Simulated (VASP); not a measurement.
# MnO2 (R-3m) in VASP: further runs

Runs on MnO2. Level: PBEsol+U. Tasks: single point.

Program: VASP 6.6.1. These are calculated values, not measurements. Logs are shortened: lines on timing, memory, paths and dates and some standing lists are left out, and cuts for length are marked.

### 1 The cell of the first run

It takes space group R-3m (No. 166, trigonal). Conventional cell: a = 2.758 Å, b = 2.758 Å, c = 13.277 Å, α = 90.00°, β = 90.00°, γ = 120.00°. Within 2.4 Å of Mn (site symmetry -3m) lie 6 O at 1.84 Å. Within 2.5 Å of O (site symmetry 3m) lie 3 Mn at 1.84 Å and 3 O at 2.43 Å.

### 2 Single point, PBEsol+U, collinear spin, ferromagnetic start

The input, INCAR:

```
SYSTEM = MnO2
ALGO = Normal ; EDIFF = 1E-6
ENCUT = 520 ; GGA = PS
ISIF = 2 ; ISMEAR = -1
ISPIN = 2 ; LASPH = .True.
LCHARG = .False. ; LDAU = .True.
LDAUJ = 0.9 0 ; LDAUL = 2 -1
LDAUPRINT = 1 ; LDAUTYPE = 1
LDAUU = 6.9 0 ; LMAXMIX = 4
LORBIT = 11 ; LREAL = .False.
LWAVE = .False. ; MAGMOM = 4 0 0
NBANDS = 24 ; NELM = 150
PREC = Accurate ; SIGMA = 0.1
```

The input, KPOINTS:

```
k-points
0
Gamma
  12 12 12
  0 0 0
```

The input, POSCAR:

```
MnO2
1.0
    1.3791388291      0.7962458539      4.4257376858
   -1.3791388291      0.7962458539      4.4257376858
    0.0000000000     -1.5924917078      4.4257376858
Mn O
1 2
Direct
    0.0000000000      0.0000000000      0.0000000000
    0.2643640000      0.2643640000      0.2643640000
    0.7356360000      0.7356360000      0.7356360000
```

Potentials or basis: VASP PAW PBE potentials, release 64 (Mn_pv, O).

Launch:

```bash
> cat potpaw_PBE.64/Mn_pv/POTCAR potpaw_PBE.64/O/POTCAR > POTCAR
> mpirun -np 1 vasp_std > vasp.out
```

OUTCAR:

```text
SYSTEM = MnO2
   EDIFF = 1E-6
   ENCUT = 520
   GGA = PS
   ISIF = 2
   ISMEAR = -1
   ISPIN = 2
   LASPH = .True.
   LORBIT = 11
   LREAL = .False.
   NELM = 150
   PREC = Accurate

 ion  position               nearest neighbor table
   1  0.000  0.000  0.000-   3 1.84   2 1.84   3 1.84   3 1.84   2 1.84   2 1.84
   2  0.264  0.264  0.264-   1 1.84   1 1.84   1 1.84
   3  0.736  0.736  0.736-   1 1.84   1 1.84   1 1.84

  LATTYP: Found a trigonal (rhomboedric) cell.
 ALAT       =     4.7035290403
 COS(alpha) =     0.8280515330

  Lattice vectors:

 A1 = (   1.3791388291,   0.7962458539,   4.4257376858)
 A2 = (  -1.3791388291,   0.7962458539,   4.4257376858)
 A3 = (   0.0000000000,  -1.5924917078,   4.4257376858)

Analysis of symmetry for initial positions (statically):
=====================================================================
 Subroutine PRICEL returns:
 Original cell was already a primitive cell.

 Routine SETGRP: Setting up the symmetry group for a
 trigonal (rhombohedral) supercell.

 Subroutine GETGRP returns: Found 12 space group operations
 (whereof 12 operations were pure point group operations)
 out of a pool of 12 trial point group operations.

The static configuration has the point symmetry D_3d.

Analysis of symmetry for dynamics (positions and initial velocities):
=====================================================================
 Subroutine PRICEL returns:
 Original cell was already a primitive cell.

 Routine SETGRP: Setting up the symmetry group for a
 trigonal (rhombohedral) supercell.

 Subroutine GETGRP returns: Found 12 space group operations
 (whereof 12 operations were pure point group operations)
 out of a pool of 12 trial point group operations.

The dynamic configuration has the point symmetry D_3d.

Analysis of structural, dynamic, and magnetic symmetry:
=====================================================================
 Subroutine PRICEL returns:
 Original cell was already a primitive cell.
[... 175 lines left out ...]
  o =  0.0887  v =  0.0000  0.0000  0.0000  0.0000  0.0000 -0.7407  0.0000  0.0000  0.6719 -0.0000      0.0000  0.0000  0.0000  0.0000  0.0000  0.0000  0.0000  0.0000  0.0000  0.0000
  o =  0.3928  v =  0.0000  0.0000  0.0000  0.0000  0.0000  0.0000 -0.7407  0.0000 -0.0000 -0.6719      0.0000  0.0000  0.0000  0.0000  0.0000  0.0000  0.0000  0.0000  0.0000  0.0000
  o =  0.3928  v =  0.0000  0.0000  0.0000  0.0000  0.0000 -0.6719  0.0000 -0.0000 -0.7407  0.0000      0.0000  0.0000  0.0000  0.0000  0.0000  0.0000  0.0000  0.0000  0.0000  0.0000
  o =  0.5290  v = -0.0000  0.7713  0.0000 -0.0000  0.6365  0.0000  0.0000  0.0000  0.0000  0.0000      0.0000  0.0000  0.0000  0.0000  0.0000  0.0000  0.0000  0.0000  0.0000  0.0000
  o =  0.5290  v =  0.6365  0.0000  0.0000  0.7713  0.0000  0.0000  0.0000  0.0000  0.0000  0.0000      0.0000  0.0000  0.0000  0.0000  0.0000  0.0000  0.0000  0.0000  0.0000  0.0000
  o =  0.9776  v = -0.0000  0.0002 -1.0000  0.0000 -0.0002  0.0000  0.0000  0.0000  0.0000  0.0000      0.0000  0.0000  0.0000  0.0000  0.0000  0.0000  0.0000  0.0000  0.0000  0.0000
  o =  0.9789  v =  0.0000  0.6365  0.0003 -0.0000 -0.7713  0.0000  0.0000  0.0000  0.0000  0.0000      0.0000  0.0000  0.0000  0.0000  0.0000  0.0000  0.0000  0.0000  0.0000  0.0000
  o =  0.9789  v =  0.7713 -0.0000 -0.0000 -0.6365  0.0000  0.0000  0.0000  0.0000  0.0000  0.0000      0.0000  0.0000  0.0000  0.0000  0.0000  0.0000  0.0000  0.0000  0.0000  0.0000

 number of electron      24.9999994 magnetization       2.9999806

 Free energy of the ion-electron system (eV)
  ---------------------------------------------------
  ext. energy  EPLUGINS =         0.00000000
  ---------------------------------------------------
  free energy    TOTEN  =       -20.94057531 eV

  energy without entropy =      -20.94057497  energy(sigma->0) =      -20.94057514

 E-fermi :   4.9687     XC(G=0): -11.6538

 val. band max:        3.5781788297   @ k =  -0.1667   0.0833   0.0000
 cond. band min:       6.2595686813   @ k =   0.5000   0.2500   0.2500
 fundamental gap:      2.6813898517
 Fermi energy:         4.9687359950

 spin component 1

 k-point     1 :       0.0000    0.0000    0.0000
  band No.  band energies     occupation
      1     -46.2445      1.00000
      2     -46.2328      1.00000
      3     -46.2328      1.00000
      4     -16.0117      1.00000
      5     -13.0203      1.00000
      6      -4.1621      1.00000
[... 1289 lines left out ...]
     23      26.7753      0.00000
     24      28.4471      0.00000

 [... further k-points ...]

------------------------ aborting loop because EDIFF is reached ----------------------------------------

  FORCE on cell =-STRESS in cart. coord.  units (eV):
  Direction    XX          YY          ZZ          XY          YZ          ZX
  --------------------------------------------------------------------------------------
  -------------------------------------------------------------------------------------
  Total        6.7909614      6.7909559      4.0448804      0.0000000     -0.0000000      0.0000000
  in kB      373.1210534    373.1207532    222.2409993      0.0000000     -0.0000000      0.0000000
  external PRESSURE =     322.8276020 kB  Pullay stress =       0.0000000 kB

 VOLUME and BASIS-vectors are now :
 -----------------------------------------------------------------------------
  energy-cutoff  :      520.00
  volume of cell :       29.16
      direct lattice vectors                 reciprocal lattice vectors
     1.379138829  0.796245854  4.425737686     0.362545082  0.209315585  0.075317011
    -1.379138829  0.796245854  4.425737686    -0.362545082  0.209315585  0.075317011
     0.000000000 -1.592491708  4.425737686     0.000000000 -0.418631170  0.075317011

 POSITION                                       TOTAL-FORCE (eV/Angst)
 -----------------------------------------------------------------------------------
      0.00000      0.00000      0.00000         0.000000      0.000000     -0.000000
      0.00000      0.00000      3.51002         0.000000      0.000000     -1.988252
      0.00000      0.00000      9.76720         0.000000     -0.000000      1.988252
 -----------------------------------------------------------------------------------
    total drift:                                0.000000      0.000000      0.000000

  FREE ENERGIE OF THE ION-ELECTRON SYSTEM (eV)
  ---------------------------------------------------
  free  energy   TOTEN  =       -20.9405753077 eV

  energy  without entropy=      -20.9405749698  energy(sigma->0) =      -20.94057514

 total charge

# of ion       s       p       d       tot
------------------------------------------
    1        0.419   6.604   4.999  12.022
    2        1.580   3.489   0.000   5.069
    3        1.580   3.489   0.000   5.069
--------------------------------------------------
tot          3.578  13.583   4.999  22.159

 magnetization (x)

# of ion       s       p       d       tot
------------------------------------------
    1        0.028   0.043   2.943   3.014
    2        0.001  -0.026   0.000  -0.025
    3        0.001  -0.026   0.000  -0.025
--------------------------------------------------
tot          0.030  -0.009   2.943   2.964
```

It took 5.5 min on 1 thread of AMD EPYC 9R45 (Zen 5), shared host; peak memory 0.34 GiB.

What came out:

- Free energy: -20.9406 eV
- Pressure: 32.3 GPa
- Largest force: 1.988 eV/Å
- Band gap on the k mesh: 2.68 eV (least direct gap 2.84 eV)
- Net moment: 3.00 μB per cell
- Site moments: Mn +3.01; O -0.03 μB
- Valence electrons inside the program's atomic spheres: Mn 12.02; O 5.07

Forces on the atoms (eV/Å):
```
Mn   0.000  0.000  0.000
O    0.000  0.000 -1.988
O    0.000  0.000  1.988
```

Stress tensor (GPa, compression positive):
```
37.31  0.00  0.00
 0.00 37.31  0.00
 0.00  0.00 22.22
```

Levels at points of the mesh, in eV from the valence-band top:
Spin up:
```csv
k point,band 12,band 13,band 14,band 15,band 16,band 17
"(0.00, 0.00, 0.00)",-0.59,-0.59,-0.35,4.14,4.14,8.70
"(0.50, 0.00, 0.00)",-2.24,-1.58,-1.49,3.22,3.92,13.31
"(0.50, 0.50, 0.00)",-2.36,-1.61,-1.22,3.52,4.03,12.30
"(0.50, 0.50, 0.50)",-0.65,-0.65,-0.40,4.17,4.17,10.79
```
Spin down:
```csv
k point,band 7,band 8,band 9,band 10,band 11,band 12,band 13,band 14,band 15,band 16
"(0.00, 0.00, 0.00)",-4.81,-4.81,-0.61,-0.61,-0.32,3.56,3.56,5.43,5.81,5.81
"(0.50, 0.00, 0.00)",-4.01,-3.95,-2.81,-2.16,-1.48,3.67,4.24,4.81,5.40,6.00
"(0.50, 0.50, 0.00)",-4.35,-3.87,-2.29,-2.08,-1.15,3.47,4.29,4.88,5.39,6.05
"(0.50, 0.50, 0.50)",-4.78,-3.70,-1.96,-0.67,-0.67,3.55,3.55,5.38,5.86,5.86
```

Eigenvalues of the final occupation matrices:
```tsv
site	spin	trace	eigenvalues
site 1 d	1	3.99	0.53 0.53 0.98 0.98 0.98
site 1 d	2	1.05	0.08 0.09 0.09 0.39 0.39
```

Caveat: the stress differs along the axes, from 22 to 37 GPa; the PAW data sets were made with another functional, which shifts forces and pressure a little; a cell with one magnetic atom can't hold antiferromagnetic order, which such compounds often take. A k mesh can miss the band edges.

(Part 1 of 2 ends here.)
